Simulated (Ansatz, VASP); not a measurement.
Re in VASP and in Ansatz

```
CELL_PARAMETERS angstrom
0.00000 1.83942 2.14661
1.83942 0.00000 2.14661
1.83942 1.83942 0.00000
ATOMIC_POSITIONS crystal
Re 0.00000 0.00000 0.00000
```

Alike in both runs: task single point; functional PBE; k mesh 10 × 10 × 10; occupations gaussian, width 0.15 eV; no spin polarisation.

|  | VASP | Ansatz |
| --- | --- | --- |
| version | VASP 6.6.1 | Ansatz 0.2.0 |
| potentials or method | VASP PAW PBE potentials, release 64 (Re), cutoff 520 eV | scalar-relativistic, plane waves, PAW |
| valence electrons in the cell | 7 | 15 |

|  | VASP | Ansatz | Ansatz less VASP |
| --- | --- | --- | --- |
| gap on the k mesh at the Fermi level (eV) | none | none | - |
| pressure (GPa) | 16.1 | 16.5 | +0.40 |
| traceless stress, the component that is largest in VASP (GPa) | -30.59 | -31.19 | -0.595 |

A gap of «none» marks a metal or a gap that the smearing closes. VASP's potentials hold 7 valence electrons a cell and Ansatz's 15, so a difference there can come from the potentials and not from the codes.

Spin-orbit coupling is off throughout.
